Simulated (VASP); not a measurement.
# W (Im-3m) in VASP: notebook, part 2 of 2

VASP 6.6.1.

### 4 Relaxation of cell and atoms, LDA

INCAR reads:

```
SYSTEM = W
  PREC = Accurate
  ENCUT = 600
  EDIFF = 1E-6
  ISMEAR = -1
  SIGMA = 0.05
  LREAL = .False.
  LASPH = .True.
  NELM = 80
  ALGO = Normal
  ISIF = 3
  LWAVE = .False.
  LCHARG = .False.
  IBRION = 2
  NSW = 60
  EDIFFG = -0.005
```

KPOINTS reads:

```
regular mesh
0
Gamma
  18 18 18
  0 0 0
```

POSCAR reads:

```
W
1.0
   -1.5676782863      1.5676782863      1.5676782863
    1.5676782863     -1.5676782863      1.5676782863
    1.5676782863      1.5676782863     -1.5676782863
W
1
Direct
    0.0000000000      0.0000000000      0.0000000000
```

Potentials or basis: VASP PAW LDA potentials, release 64 (W_sv).

Launch:

```sh
> cat potpaw_LDA.64/W_sv/POTCAR > POTCAR
> mpirun -np 1 vasp_std > vasp.out
```

OUTCAR:

```text
SYSTEM = W
   PREC = Accurate
   ENCUT = 600
   EDIFF = 1E-6
   ISMEAR = -1
   LREAL = .False.
   LASPH = .True.
   NELM = 80
   ISIF = 3
   IBRION = 2
   NSW = 60
   EDIFFG = -0.005

 ion  position               nearest neighbor table
   1  0.000  0.000  0.000-

  LATTYP: Found a body centered cubic cell.
 ALAT       =     3.1353565726

  Lattice vectors:

 A1 = (  -1.5676782863,   1.5676782863,   1.5676782863)
 A2 = (   1.5676782863,  -1.5676782863,   1.5676782863)
 A3 = (   1.5676782863,   1.5676782863,  -1.5676782863)

Analysis of symmetry for initial positions (statically):
=====================================================================
 Subroutine PRICEL returns:
 Original cell was already a primitive cell.

 Routine SETGRP: Setting up the symmetry group for a
 body centered cubic supercell.

 Subroutine GETGRP returns: Found 48 space group operations
 (whereof 48 operations were pure point group operations)
 out of a pool of 48 trial point group operations.

The static configuration has the point symmetry O_h .

Analysis of symmetry for dynamics (positions and initial velocities):
=====================================================================
 Subroutine PRICEL returns:
 Original cell was already a primitive cell.

 Routine SETGRP: Setting up the symmetry group for a
 body centered cubic supercell.

 Subroutine GETGRP returns: Found 48 space group operations
 (whereof 48 operations were pure point group operations)
 out of a pool of 48 trial point group operations.

The dynamic configuration has the point symmetry O_h .

 Subroutine INISYM returns: Found 48 space group operations
 (whereof 48 operations are pure point group operations),
[... 121 lines left out ...]
   AEXX    =    0.0000 exact exchange contribution
   IVDW    =     0    specifies the selected vdW correction
   LEPSILON=     F    determine dielectric tensor
   LRPA    =     F    only Hartree local field effects (RPA)
 conjugate gradient relaxation of ions
 non-spin polarized calculation
  energy-cutoff  :      600.00
  volume of cell :       15.41
 maximum number of plane-waves:       533
 NGX is ok and might be reduce to    24
   NGX = 11   NGY = 11   NGZ = 11

--------------------------------------- Ionic step        1  -------------------------------------------

 number of electron      13.9999999 magnetization

 Free energy of the ion-electron system (eV)
  ---------------------------------------------------
  ext. energy  EPLUGINS =         0.00000000
  ---------------------------------------------------
  free energy    TOTEN  =       -14.10182146 eV

  energy without entropy =      -14.09625757  energy(sigma->0) =      -14.09903952

------------------------ aborting loop because EDIFF is reached ----------------------------------------

  FORCE on cell =-STRESS in cart. coord.  units (eV):
  Direction    XX          YY          ZZ          XY          YZ          ZX
  --------------------------------------------------------------------------------------
  -------------------------------------------------------------------------------------
  Total        0.2090537      0.2090537      0.2090537      0.0000000      0.0000000     -0.0000000
  in kB       21.7338948     21.7338948     21.7338948      0.0000000      0.0000000     -0.0000000
  external PRESSURE =      21.7338948 kB  Pullay stress =       0.0000000 kB
[... 92 lines left out ...]
--------------------------------------- Ionic step        4  -------------------------------------------

 number of electron      14.0000000 magnetization

 Free energy of the ion-electron system (eV)
  ---------------------------------------------------
  ext. energy  EPLUGINS =         0.00000000
  ---------------------------------------------------
  free energy    TOTEN  =       -14.10249073 eV

  energy without entropy =      -14.09697667  energy(sigma->0) =      -14.09973370

 E-fermi :  11.6283     XC(G=0): -13.9533

 val. band max:       11.6281749426   @ k =  -0.2778   0.3333   0.2222
 cond. band min:      11.6303796567   @ k =   0.5000   0.5000   0.2222
 fundamental gap:      0.0022047141
 Fermi energy:        11.6283366933

 k-point     1 :       0.0000    0.0000    0.0000
  band No.  band energies     occupation
      1     -62.0813      2.00000
      2     -25.8546      2.00000
      3     -25.8546      2.00000
      4     -25.8546      2.00000
      5       1.9767      2.00000
      6      10.3412      2.00000
      7      10.3412      2.00000
      8      10.3412      2.00000
      9      13.8789      0.00000
     10      13.8789      0.00000
     11      26.2651      0.00000
[... 309 lines left out ...]
 k-point    24 :       0.3889    0.1111    0.0000
  band No.  band energies     occupation
      1     -61.9287      2.00000
      2     -27.1756      2.00000
      3     -26.3494      2.00000
      4     -25.9259      2.00000
      5       5.6995      2.00000
      6       8.1128      2.00000
      7      11.1777      1.99976
      8      13.6747      0.00000
      9      15.0458      0.00000
     10      18.2723      0.00000
     11      22.8907      0.00000

 [... further k-points ...]
[... 5 lines left out ...]
  --------------------------------------------------------------------------------------
  -------------------------------------------------------------------------------------
  Total        0.0014765      0.0014765      0.0014765      0.0000000      0.0000000     -0.0000000
  in kB        0.1525412      0.1525412      0.1525412      0.0000000      0.0000000     -0.0000000
  external PRESSURE =       0.1525412 kB  Pullay stress =       0.0000000 kB
[... 16 lines left out ...]
  FREE ENERGIE OF THE ION-ELECTRON SYSTEM (eV)
  ---------------------------------------------------
  free  energy   TOTEN  =       -14.1024907348 eV

  energy  without entropy=      -14.0969766738  energy(sigma->0) =      -14.09973370

 reached required accuracy - stopping structural energy minimisation
```

CONTCAR:

```text
W
   1.00000000000000
    -1.5709577847213834    1.5709577847213834    1.5709577847213834
     1.5709577847213834   -1.5709577847213834    1.5709577847213834
     1.5709577847213834    1.5709577847213834   -1.5709577847213834
  W
     1
Direct
     0.0000000000000000    0.0000000000000000    0.0000000000000000

  0.00000000E+00  0.00000000E+00  0.00000000E+00
```

It took 23 s on 1 thread of Intel Xeon 6975P-C (Granite Rapids), shared host; peak memory 0.17 GiB.

Results:

```yaml
Free_energy: -14.1025 eV
Relaxed_volume: 15.51 Å³/atom
Relaxed_cell: a = 2.721 Å, b = 2.721 Å, c = 2.721 Å, α = 109.47°, β = 109.47°, γ = 109.47°
Space_group_after_relaxing_to_0.05_Å: Im-3m (No. 229)
Energy_gained_by_relaxing: 0.7 meV/atom
Ionic_steps: 4
Pressure_after_relaxing: 0.0 GPa
Band_gap_on_the_k_mesh: zero (band 7 reaches 16.95 eV, above the bottom of band 8 at 10.34 eV)
```

The path:
| step | energy change (eV) | largest force (eV/Å) | pressure (GPa) | volume (Å³) |
| --- | --- | --- | --- | --- |
| 1 | 0.0000 | 0.0000 | 2.17 | 15.41 |
| 2 | 0.0083 | 0.0000 | -7.59 | 15.88 |
| 3 | -0.0007 | 0.0000 | -0.06 | 15.51 |
| 4 | -0.0007 | 0.0000 | 0.02 | 15.51 |

Final structure:
```cif
data_structure
_symmetry_space_group_name_H-M 'P 1'
_symmetry_Int_Tables_number 1
_cell_length_a 2.7210
_cell_length_b 2.7210
_cell_length_c 2.7210
_cell_angle_alpha 109.471
_cell_angle_beta 109.471
_cell_angle_gamma 109.471
_cell_volume 15.51
loop_
_atom_site_label
_atom_site_type_symbol
_atom_site_fract_x
_atom_site_fract_y
_atom_site_fract_z
_atom_site_occupancy
W1 W 0.00000 0.00000 0.00000 1
```

Levels at points of the mesh, in eV from the Fermi level:
```csv
k point,band 5,band 6,band 7,band 8,band 9,band 10
"(0.00, 0.00, 0.00)",-9.65,-1.29,-1.29,-1.29,2.25,2.25
"(0.50, 0.00, 0.00)",-6.39,-3.68,0.93,2.17,3.15,6.34
"(0.50, 0.50, 0.50)",-6.02,-6.02,5.32,5.32,5.32,8.55
```

Caveat: spin-orbit coupling is left out, which moves the levels of the heavy elements.

### 5 Relaxation of cell and atoms, LDA

INCAR reads:

```
SYSTEM = W
ALGO = Normal ; EDIFF = 1E-7
EDIFFG = -0.005 ; ENCUT = 600
IBRION = 2 ; ISIF = 3
ISMEAR = -1 ; LASPH = .TRUE.
LCHARG = .FALSE. ; LREAL = .FALSE.
LWAVE = .FALSE. ; NELM = 80
NSW = 45 ; PREC = Accurate
SIGMA = 0.05
```

KPOINTS reads:

```
k-points
0
G
  18 18 18
  0 0 0
```

POSCAR reads:

```
W
1.0
   -1.5679129444      1.5679129444      1.5679129444
    1.5679129444     -1.5679129444      1.5679129444
    1.5679129444      1.5679129444     -1.5679129444
W
1
Direct
    0.0000000000      0.0000000000      0.0000000000
```

Potentials or basis: VASP PAW LDA potentials, release 64 (W_sv).

Launch:

```sh
> cat potpaw_LDA.64/W_sv/POTCAR > POTCAR
> mpirun -np 1 vasp_std > vasp.out
```

OUTCAR:

```text
SYSTEM = W
   EDIFF = 1E-7
   EDIFFG = -0.005
   ENCUT = 600
   IBRION = 2
   ISIF = 3
   ISMEAR = -1
   LASPH = .TRUE.
   LREAL = .FALSE.
   NELM = 80
   NSW = 45
   PREC = Accurate

 ion  position               nearest neighbor table
   1  0.000  0.000  0.000-

  LATTYP: Found a body centered cubic cell.
 ALAT       =     3.1358258888

  Lattice vectors:

 A1 = (  -1.5679129444,   1.5679129444,   1.5679129444)
 A2 = (   1.5679129444,  -1.5679129444,   1.5679129444)
 A3 = (   1.5679129444,   1.5679129444,  -1.5679129444)

Analysis of symmetry for initial positions (statically):
=====================================================================
 Subroutine PRICEL returns:
 Original cell was already a primitive cell.

[... 286 lines left out ...]
 cond. band min:      11.6301326285   @ k =   0.5000   0.5000   0.2222
 fundamental gap:      0.0022200641
 Fermi energy:        11.6280766587

 k-point     1 :       0.0000    0.0000    0.0000
  band No.  band energies     occupation
      1     -62.0818      2.00000
      2     -25.8549      2.00000
      3     -25.8549      2.00000
      4     -25.8549      2.00000
      5       1.9766      2.00000
      6      10.3409      2.00000
      7      10.3409      2.00000
      8      10.3409      2.00000
      9      13.8786      0.00000
     10      13.8786      0.00000
     11      26.2648      0.00000
[... 309 lines left out ...]
 k-point    24 :       0.3889    0.1111    0.0000
  band No.  band energies     occupation
      1     -61.9292      2.00000
      2     -27.1759      2.00000
      3     -26.3497      2.00000
      4     -25.9263      2.00000
      5       5.6994      2.00000
      6       8.1126      2.00000
      7      11.1775      1.99976
      8      13.6743      0.00000
      9      15.0455      0.00000
     10      18.2719      0.00000
     11      22.8903      0.00000

 [... further k-points ...]
[... 5 lines left out ...]
  --------------------------------------------------------------------------------------
  -------------------------------------------------------------------------------------
  Total        0.0029483      0.0029483      0.0029483      0.0000000      0.0000000      0.0000000
  in kB        0.3045935      0.3045935      0.3045935      0.0000000      0.0000000      0.0000000
  external PRESSURE =       0.3045935 kB  Pullay stress =       0.0000000 kB
[... 16 lines left out ...]
  FREE ENERGIE OF THE ION-ELECTRON SYSTEM (eV)
  ---------------------------------------------------
  free  energy   TOTEN  =       -14.1024921763 eV

  energy  without entropy=      -14.0969780216  energy(sigma->0) =      -14.09973510

 reached required accuracy - stopping structural energy minimisation
```

OSZICAR:

```text
N       E                     dE             d eps       ncg     rms          rms(c)
DAV:   1     0.826094918361E+02    0.82609E+02   -0.86491E+03  4290   0.160E+03
DAV:   2    -0.130347178117E+02   -0.95644E+02   -0.92593E+02  4608   0.358E+02
[... 26 lines left out ...]
   3 F= -.14102492E+02 E0= -.14099736E+02  d E =-.578663E-03
       N       E                     dE             d eps       ncg     rms          rms(c)
DAV:   1    -0.141024959066E+02   -0.35435E-05   -0.85150E-05  4455   0.148E-01    0.259E-02
DAV:   2    -0.141024927216E+02    0.31850E-05   -0.46962E-06  4398   0.300E-02    0.582E-03
DAV:   3    -0.141024921727E+02    0.54888E-06   -0.14728E-06  4545   0.164E-02    0.448E-03
DAV:   4    -0.141024921763E+02   -0.35750E-08   -0.34174E-08  2624   0.264E-03
   4 F= -.14102492E+02 E0= -.14099735E+02  d E =-.578523E-03
```

CONTCAR:

```text
W
   1.00000000000000
    -1.5709668212120609    1.5709668212120609    1.5709668212120609
     1.5709668212120609   -1.5709668212120609    1.5709668212120609
     1.5709668212120609    1.5709668212120609   -1.5709668212120609
  W
     1
Direct
     0.0000000000000000    0.0000000000000000    0.0000000000000000

  0.00000000E+00  0.00000000E+00  0.00000000E+00
```

Wall time 24 s (1 thread of Intel Xeon 6975P-C (Granite Rapids), shared host); peak memory 0.17 GiB.

What came out:

| Quantity | Value |
| --- | --- |
| Free energy | -14.1025 eV |
| Relaxed volume | 15.51 Å³/atom |
| Relaxed cell | a = 2.721 Å, b = 2.721 Å, c = 2.721 Å, α = 109.47°, β = 109.47°, γ = 109.47° |
| Space group after relaxing (to 0.05 Å) | Im-3m (No. 229) |
| Energy gained by relaxing | 0.6 meV/atom |
| Ionic steps | 4 |
| Pressure after relaxing | 0.0 GPa |
| Band gap on the k mesh | zero (band 7 reaches 16.94 eV, above the bottom of band 8 at 10.34 eV) |

Step by step:
| step | energy change (eV) | largest force (eV/Å) | pressure (GPa) | volume (Å³) |
| --- | --- | --- | --- | --- |
| 1 | 0.0000 | 0.0000 | 2.02 | 15.42 |
| 2 | 0.0072 | 0.0000 | -7.09 | 15.86 |
| 3 | -0.0006 | 0.0000 | -0.06 | 15.51 |
| 4 | -0.0006 | 0.0000 | 0.03 | 15.51 |

Final structure:
```yaml
crystal:
  lattice:
    - [-1.57097, 1.57097, 1.57097]
    - [1.57097, -1.57097, 1.57097]
    - [1.57097, 1.57097, -1.57097]
  atoms:
    - { symbol: W, position: [0.00000, 0.00000, 0.00000] }
```

Caveat: spin-orbit coupling is left out, which moves the levels of the heavy elements.
